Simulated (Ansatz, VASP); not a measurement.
## Pt: VASP beside Ansatz

```xyz
1
Lattice="0.0000 1.9102 2.2292 1.9102 0.0000 2.2292 1.9102 1.9102 0.0000" Properties=species:S:1:pos:R:3 pbc="T T T"
Pt    0.0000    0.0000    0.0000
```

Alike in both runs: task single point; functional PBE; k mesh 22 × 22 × 22; occupations gaussian, width 0.15 eV; no spin polarisation.

```csv
,VASP,Ansatz
version,VASP 6.6.1,Ansatz 0.2.0
potentials or method,"VASP PAW PBE potentials, release 64 (Pt), cutoff 520 eV","scalar-relativistic, plane waves, PAW"
valence electrons in the cell,10,18
```

|  | VASP | Ansatz | Ansatz less VASP |
| --- | --- | --- | --- |
| gap on the k mesh at the Fermi level (eV) | none | none | - |
| pressure (GPa) | -6.1 | -5.7 | +0.41 |
| traceless stress, the component that is largest in VASP (GPa) | -11.15 | -11.26 | -0.108 |

A gap of «none» marks a metal or a gap that the smearing closes. VASP's potentials hold 10 valence electrons a cell and Ansatz's 18, so a difference there can come from the potentials and not from the codes.

Neither program's run includes spin-orbit coupling.
